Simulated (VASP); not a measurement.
# ZnS in VASP: further runs, part 2 of 2

VASP 6.6.1.

### 4 Single point, PBEsol

INCAR reads:

```
SYSTEM = ZnS
ALGO     = Normal         ! electronic algorithm
EDIFF    = 1E-6           ! SCF threshold, eV
ENCUT    = 520            ! plane-wave cutoff, eV
GGA      = PS             ! functional
ISIF     = 2              ! what is computed and relaxed
ISMEAR   = -1             ! smearing method
LASPH    = .True.         ! aspherical terms in the spheres
LCHARG   = .False.        ! write CHGCAR
LREAL    = .False.        ! projectors in reciprocal space
LWAVE    = .False.        ! write WAVECAR
NBANDS   = 16             ! bands
NELM     = 60             ! most SCF steps
PREC     = Accurate       ! precision mode
SIGMA    = 0.1            ! smearing width, eV
```

KPOINTS reads:

```
k-points
0
Gamma
  12 12 12
  0 0 0
```

POSCAR reads:

```
ZnS
1.0
    0.0000000000      2.6777696447      2.6777696447
    2.6777696447      0.0000000000      2.6777696447
    2.6777696447      2.6777696447      0.0000000000
Zn S
1 1
Direct
    0.7500000000      0.7500000000      0.7500000000
    0.0000000000      0.0000000000      0.0000000000
```

On the command line:

```
$ cat potpaw_PBE.64/Zn/POTCAR potpaw_PBE.64/S/POTCAR > POTCAR
$ mpirun -np 1 vasp_std > vasp.out
```

It took 55 s on 1 thread of Intel Xeon 8259CL, shared host; peak memory 0.18 GiB.

It converged, with:

```yaml
Free_energy: -7.5889 eV
Pressure: 0.2 GPa
Band_gap_on_the_k_mesh: 2.10 eV, direct
```

Levels at points of the mesh, in eV from the valence-band top:
```csv
k point,band 5,band 6,band 7,band 8,band 9,band 10,band 11,band 12,band 13,band 14
"(0.00, 0.00, 0.00)",-5.95,-5.95,0.00,0.00,0.00,2.10,6.29,6.29,6.29,11.77
"(0.50, 0.00, 0.00)",-5.92,-5.75,-5.54,-0.92,-0.92,3.25,6.82,6.82,8.80,12.09
"(0.50, 0.50, 0.00)",-5.87,-5.73,-4.71,-2.35,-2.35,3.18,3.96,11.03,12.06,12.06
```

Caveat: the PAW data sets were made with another functional, which shifts forces and pressure a little. A hybrid or GW would open this gap; PBEsol tends to underestimate it.

### 5 Relaxation of cell and atoms, PBEsol

This run uses another cell than the first one, of 19.73 Å³/atom, 1.027 times its volume.

INCAR reads:

```
SYSTEM = ZnS
  PREC = Accurate
  ENCUT = 600
  EDIFF = 1E-6
  ISMEAR = -1
  SIGMA = 0.1
  LREAL = .FALSE.
  LASPH = .TRUE.
  NELM = 60
  ALGO = Normal
  ISIF = 3
  LWAVE = .FALSE.
  LCHARG = .FALSE.
  GGA = PS
  IBRION = 2
  NSW = 100
  EDIFFG = -0.002
```

KPOINTS reads:

```
Automatic mesh
0
G
  12 12 12
  0 0 0
```

POSCAR reads:

```
ZnS
1.0
    0.0000000000      2.7020000000      2.7020000000
    2.7020000000      0.0000000000      2.7020000000
    2.7020000000      2.7020000000      0.0000000000
Zn S
1 1
Direct
    0.7500000000      0.7500000000      0.7500000000
    0.0000000000      0.0000000000      0.0000000000
```

Potentials or basis: VASP PAW PBE potentials, release 64 (Zn, S).

On the command line:

```
$ cat potpaw_PBE.64/Zn/POTCAR potpaw_PBE.64/S/POTCAR > POTCAR
$ mpirun -np 1 vasp_std > vasp.out
```

OUTCAR:

```text
SYSTEM = ZnS
   PREC = Accurate
   ENCUT = 600
   EDIFF = 1E-6
   ISMEAR = -1
   LREAL = .FALSE.
   LASPH = .TRUE.
   NELM = 60
   ISIF = 3
   GGA = PS
   IBRION = 2
   NSW = 100
   EDIFFG = -0.002

 ion  position               nearest neighbor table
   1  0.750  0.750  0.750-   2 2.34   2 2.34   2 2.34   2 2.34
   2  0.000  0.000  0.000-   1 2.34   1 2.34   1 2.34   1 2.34

  LATTYP: Found a face centered cubic cell.
 ALAT       =     5.4040000000

  Lattice vectors:

 A1 = (   0.0000000000,   2.7020000000,   2.7020000000)
 A2 = (   2.7020000000,   0.0000000000,   2.7020000000)
 A3 = (   2.7020000000,   2.7020000000,   0.0000000000)

Analysis of symmetry for initial positions (statically):
=====================================================================
 Subroutine PRICEL returns:
 Original cell was already a primitive cell.

 Routine SETGRP: Setting up the symmetry group for a
 face centered cubic supercell.

 Subroutine GETGRP returns: Found 24 space group operations
 (whereof 24 operations were pure point group operations)
 out of a pool of 48 trial point group operations.

The static configuration has the point symmetry T_d .

Analysis of symmetry for dynamics (positions and initial velocities):
[... 169 lines left out ...]
  external PRESSURE =     -17.2797148 kB  Pullay stress =       0.0000000 kB
[... 167 lines left out ...]
--------------------------------------- Ionic step        6  -------------------------------------------

 number of electron      17.9999989 magnetization

 Free energy of the ion-electron system (eV)
  ---------------------------------------------------
  ext. energy  EPLUGINS =         0.00000000
  ---------------------------------------------------
  free energy    TOTEN  =        -7.58932868 eV

  energy without entropy =       -7.58932825  energy(sigma->0) =       -7.58932846

 E-fermi :   3.4281     XC(G=0):  -9.9606

 val. band max:        2.2351272559   @ k =   0.0000   0.0000   0.0000
 cond. band min:       4.3156017886   @ k =   0.0000   0.0000   0.0000
 fundamental gap:      2.0804745327
 Fermi energy:         3.4280657211

 k-point     1 :       0.0000    0.0000    0.0000
  band No.  band energies     occupation
      1     -11.0877      2.00000
      2      -4.2342      2.00000
      3      -4.2342      2.00000
      4      -4.2342      2.00000
      5      -3.7067      2.00000
      6      -3.7067      2.00000
      7       2.2351      1.99999
      8       2.2351      1.99999
      9       2.2351      1.99999
     10       4.3156      0.00028
     11       8.5262      0.00000
     12       8.5262      0.00000
     13       8.5262      0.00000
[... 354 lines left out ...]
  band No.  band energies     occupation
      1     -10.0032      2.00000
      2      -4.1137      2.00000
      3      -4.0617      2.00000
      4      -3.7611      2.00000
      5      -3.6865      2.00000
      6      -3.4967      2.00000
      7      -2.9205      2.00000
      8       0.1405      2.00000
      9       1.0570      2.00000
     10       6.5405      0.00000
     11       8.3938      0.00000
     12       9.8390      0.00000
     13      10.9569      0.00000

 [... further k-points ...]
[... 5 lines left out ...]
  --------------------------------------------------------------------------------------
  -------------------------------------------------------------------------------------
  Total        0.0018276      0.0018276      0.0018276     -0.0000000     -0.0000000      0.0000000
  in kB        0.0759844      0.0759844      0.0759844     -0.0000000     -0.0000000      0.0000000
  external PRESSURE =       0.0759844 kB  Pullay stress =       0.0000000 kB
[... 17 lines left out ...]
  FREE ENERGIE OF THE ION-ELECTRON SYSTEM (eV)
  ---------------------------------------------------
  free  energy   TOTEN  =        -7.5893286763 eV

  energy  without entropy=       -7.5893282499  energy(sigma->0) =       -7.58932846

 reached required accuracy - stopping structural energy minimisation
```

OSZICAR:

```text
N       E                     dE             d eps       ncg     rms          rms(c)
DAV:   1     0.861424875832E+02    0.86142E+02   -0.95643E+03  1872   0.179E+03
DAV:   2    -0.163129317738E+01   -0.87774E+02   -0.82950E+02  1957   0.304E+02
DAV:   3    -0.790347585560E+01   -0.62722E+01   -0.62017E+01  2352   0.752E+01
[... 43 lines left out ...]
       N       E                     dE             d eps       ncg     rms          rms(c)
DAV:   1    -0.758937268701E+01   -0.50850E-04   -0.58161E-04  2212   0.584E-01    0.482E-02
DAV:   2    -0.758933402502E+01    0.38662E-04   -0.13953E-04  2232   0.386E-01    0.191E-02
DAV:   3    -0.758932965161E+01    0.43734E-05   -0.52156E-06  1952   0.262E-02    0.867E-03
DAV:   4    -0.758932867628E+01    0.97533E-06   -0.56956E-07   936   0.140E-02
   6 F= -.75893287E+01 E0= -.75893285E+01  d E =-.128228E-05
```

CONTCAR:

```text
ZnS
   1.00000000000000
    -0.0000000000000000    2.6808805931730610    2.6808805931730610
     2.6808805931730610   -0.0000000000000000    2.6808805931730610
     2.6808805931730610    2.6808805931730610   -0.0000000000000000
  Zn              S
     1     1
Direct
     0.7500000000000000    0.7500000000000000    0.7500000000000000
     0.0000000000000000    1.0000000000000000    0.0000000000000000

  0.00000000E+00  0.00000000E+00  0.00000000E+00
  0.00000000E+00  0.00000000E+00  0.00000000E+00
```

Run time: 2.5 min. Hardware: 1 thread of Intel Xeon 8259CL, shared host; peak memory 0.22 GiB.

What came out:

```
Free energy                            : -7.5893 eV
Relaxed volume                         : 19.27 Å³/atom
Relaxed cell                           : a = 3.791 Å, b = 3.791 Å, c = 3.791 Å, α = 60.00°, β = 60.00°, γ = 60.00°
Space group after relaxing (to 0.05 Å) : F-43m (No. 216)
Energy gained by relaxing              : 2.7 meV/atom
Ionic steps                            : 6
Pressure after relaxing                : 0.0 GPa
Band gap on the k mesh                 : 2.08 eV, direct
```

Step by step:
```
step  energy change (eV)  largest force (eV/Å)  pressure (GPa)  volume (Å³)
   1              0.0000                0.0000           -1.73        39.45
   2             -0.0049                0.0000            0.59        38.25
   3             -0.0054                0.0000           -0.03        38.51
   4             -0.0053                0.0000            0.09        38.49
   5             -0.0053                0.0000           -0.04        38.55
   6             -0.0053                0.0000            0.01        38.54
```

Final structure:
```
Zn S
1.0
     0.00000    2.68088    2.68088
     2.68088    0.00000    2.68088
     2.68088    2.68088    0.00000
Zn S
1 1
Direct
  0.75000 0.75000 0.75000
  0.00000 0.00000 0.00000
```

Caveat: the PAW data sets were made with another functional, which shifts forces and pressure a little.

### 6 The runs side by side

| task | cell | k mesh | cutoff (eV) | smearing | gap on the mesh (eV) | pressure (GPa) |
| --- | --- | --- | --- | --- | --- | --- |
| single point | a = 3.787 Å, angles 60.0°, 2 atoms | 8 × 8 × 8 | 520 | gaussian 0.01 eV | 2.08 | 0.3 |
| single point | a = 3.787 Å, angles 60.0°, 2 atoms | 12 × 12 × 12 | 520 | fermi-dirac 0.1 eV | 2.10 | 0.2 |
| relaxation of cell and atoms | relaxed from a = 3.821 Å, angles 60.0°, 2 atoms | 12 × 12 × 12 | 600 | fermi-dirac 0.1 eV | 2.08 | 0.0 |

Some of these runs hold the atoms at other places in the same cell, which the table doesn't show; runs alike in all that it shows share one row.

Alike in all rows: level PBEsol; potentials or basis VASP PAW PBE potentials, release 64 (Zn, S); no spin polarisation.

Caveats: the PAW data sets were made with another functional, which shifts forces and pressure a little.

Total energies depend on the potentials used, so only differences within one code and one set of settings carry meaning.
